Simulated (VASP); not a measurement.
Input of a VASP 6.6.1 run:

Contents of INCAR:

```
PREC = Accurate ; ENCUT = 520
EDIFF = 1E-7 ; ISMEAR = -1
SIGMA = 0.1 ; LREAL = F
LASPH = T ; NELM = 100
ALGO = Normal ; ISIF = 2
LWAVE = F ; LCHARG = F
GGA = PE ; NBANDS = 12
```

Contents of KPOINTS:

```
regular mesh
0
Gamma
  18 18 18
```

POSCAR

```
Hg
1.0
    0.0000000000      2.5200299249      2.5200299249
    2.5200299249      0.0000000000      2.5200299249
    2.5200299249      2.5200299249      0.0000000000
Hg
1
Direct
    0.0000000000      0.0000000000      0.0000000000
```

Potentials or basis: VASP PAW PBE potentials, release 64 (Hg).

Command:

```console
$ cat potpaw_PBE.64/Hg/POTCAR > POTCAR
$ mpirun -np 1 vasp_std > vasp.out
```

Predict the pressure.

0.0 GPa.
